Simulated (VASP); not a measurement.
Here is a VASP 6.6.1 calculation.

INCAR

```
PREC = Accurate
ENCUT = 520
EDIFF = 1E-6
ISMEAR = 0
SIGMA = 0.15
LREAL = False
LASPH = True
NELM = 100
ALGO = Normal
ISIF = 2
LWAVE = False
LCHARG = False
GGA = PE
NBANDS = 18
```

The input KPOINTS:

```
Automatic mesh
0
Gamma
  12 12 10
```

The input POSCAR:

```
PtSe2
1.0
    3.7240006046      0.0000000000      0.0000000000
   -1.8620003023      3.2250791273      0.0000000000
    0.0000000000      0.0000000000      4.8595200000
Pt Se
1 2
Direct
    0.0000000000      0.0000000000      0.0000000000
    0.3333333333      0.6666666667      0.2500000000
    0.6666666667      0.3333333333      0.7500000000
```

Potentials or basis: VASP PAW PBE potentials, release 64 (Pt, Se).

Command:

```console
$ cat potpaw_PBE.64/Pt/POTCAR potpaw_PBE.64/Se/POTCAR > POTCAR
$ mpirun -np 1 vasp_std > vasp.out
```

Question: What does it give for the largest force?

Answer: 1.161 eV/Å.

Question: Predict the band gap on the k mesh.

Answer: Zero (band 11 reaches 7.62 eV, above the bottom of band 12 at 7.09 eV).

Question: Predict the pressure.

Answer: 12.3 GPa.

Stress tensor (GPa, compression positive):
```
12.90  0.00  0.00
 0.00 12.90  0.00
 0.00  0.00 10.95
```

Caveat: the cell differs from its parent crystal (strain +0.000 along x and y, -0.040 along z); spin-orbit coupling is left out, which moves the levels of the heavy elements; forces of over 1 eV/Å act on the atoms, so gaps and moduli don't describe the material at rest.
